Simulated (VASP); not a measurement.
Input of a VASP 6.6.1 run:

Contents of INCAR:

```
SYSTEM = BeSn2S3
ALGO = Normal
EDIFF = 1E-6
ENCUT = 520
GGA = PE
ISIF = 2
ISMEAR = 0
LASPH = .TRUE.
LCHARG = .FALSE.
LREAL = .FALSE.
LWAVE = .FALSE.
NBANDS = 60
NELM = 60
PREC = Accurate
SIGMA = 0.1
```

File KPOINTS:

```
k-points
0
G
  4 2 2
  0 0 0
```

Contents of POSCAR:

```
BeSn2S3
1.0
    0.0000000000      3.5971690055      0.0000000000
   -0.8540244774      0.0000000000      8.5861988111
   10.3142745468      0.0000000000      0.0096641528
Be Sn S
2 4 6
Direct
    0.5000000000      0.1552063365      0.2146895326
    0.5000000000      0.1552063365      0.7146895326
    0.5000000000      0.5745082376      0.2398989921
    0.5000000000      0.5745082376      0.7398989921
    0.0000000000      0.9436388281      0.4844458564
    0.0000000000      0.9436388281      0.9844458564
    0.5000000000      0.9176044981      0.1667904053
    0.5000000000      0.9176044981      0.6667904053
    0.0000000000      0.2667667257      0.2235794324
    0.0000000000      0.2667667257      0.7235794324
    0.0000000000      0.6422743938      0.4205952812
    0.0000000000      0.6422743938      0.9205952812
```

Potentials or basis: VASP PAW PBE potentials, release 64 (Be, Sn_d, S).

Run with:

```console
$ cat potpaw_PBE.64/Be/POTCAR potpaw_PBE.64/Sn_d/POTCAR potpaw_PBE.64/S/POTCAR > POTCAR
$ mpirun -np 1 vasp_std > vasp.out
```

Predict the band gap on the k mesh.

0.68 eV.

What does it give for the pressure?

0.1 GPa.

Predict the largest force.

0.030 eV/Å.

Stress tensor (GPa, compression positive):
```
-0.08  0.00 -0.02
 0.00  0.33  0.00
-0.02  0.00 -0.03
```

Caveat: the k points lie up to 0.44 Å⁻¹ apart; spin-orbit coupling is left out, which moves the levels of the heavy elements. A k mesh can miss the band edges.
